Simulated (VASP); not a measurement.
Write the native input for VASP 6.6.1 that does the following.

| Item | Value |
| --- | --- |
| Task | relaxation of the atoms |
| Functional | PBE |
| Dispersion | D3(BJ) |
| Potentials or basis | VASP PAW PBE potentials, release 64 (C) |
| Cutoff | 520 eV |
| k mesh | 15 × 15 × 1 |
| Occupations | gaussian, width 0.1 eV |
| Spin | no spin polarisation |
| Dipole correction | yes |
| Atoms held fixed (from 0) | [0] |
| Further INCAR settings | ALGO = Normal; EDIFF = 1e-07; NELMDL = -8; IBRION = 2; EDIFFG = -0.003; NSW = 40 |
| Atoms held along some axes (from 0) | atom 1 along a and b; atom 2 along a and b; atom 3 along a and b |

The structure of C lies in POSCAR:

```
C
1.0
    2.4657189589      0.0000000000      0.0000000000
   -1.2328594795      2.1353752570      0.0000000000
    0.0000000000      0.0000000000     17.5000000000
C
4
Selective dynamics
Direct
    0.3333333333      0.6666666667      0.2571428571  F F F
    0.6666666667      0.3333333333      0.2571383623  F F T
    0.3333333333      1.1666666667      0.4546007313  F F T
    0.0000000000      1.5000000000      0.4546009694  F F T
```

This cell differs from its parent crystal: layers slid over each other.

These files were run (other wordings do the same):

INCAR

```
SYSTEM = C
PREC = Accurate
ENCUT = 520
EDIFF = 1E-7
ISMEAR = 0
SIGMA = 0.1
LREAL = .FALSE.
LASPH = .TRUE.
NELM = 120
ALGO = Normal
ISIF = 2
LWAVE = .FALSE.
LCHARG = .FALSE.
LDIPOL = .TRUE.
IDIPOL = 3
DIPOL = 0.5 0.5 0.356
GGA = PE
IVDW = 12
IBRION = 2
NSW = 40
EDIFFG = -0.003
GGA_COMPAT = .FALSE.
NELMIN = 4
NELMDL = -8
```

KPOINTS

```
regular mesh
0
G
  15 15 1
  0 0 0
```

Potentials or basis: VASP PAW PBE potentials, release 64 (C).

Launch:

```console
$ cat potpaw_PBE.64/C/POTCAR > POTCAR
$ mpirun -np 1 vasp_std > vasp.out
```

It gave:

The energy gained by relaxing is 0.0 meV/atom and the ionic steps are 9. The dispersion energy per atom is -0.117 eV.

Caveat: the cell differs from its parent crystal (layers slid over each other).

It took 2.1 min on 1 thread of Intel(R) Xeon(R) 6975P-C (Granite Rapids), on a shared host, peak memory 0.23 GiB.
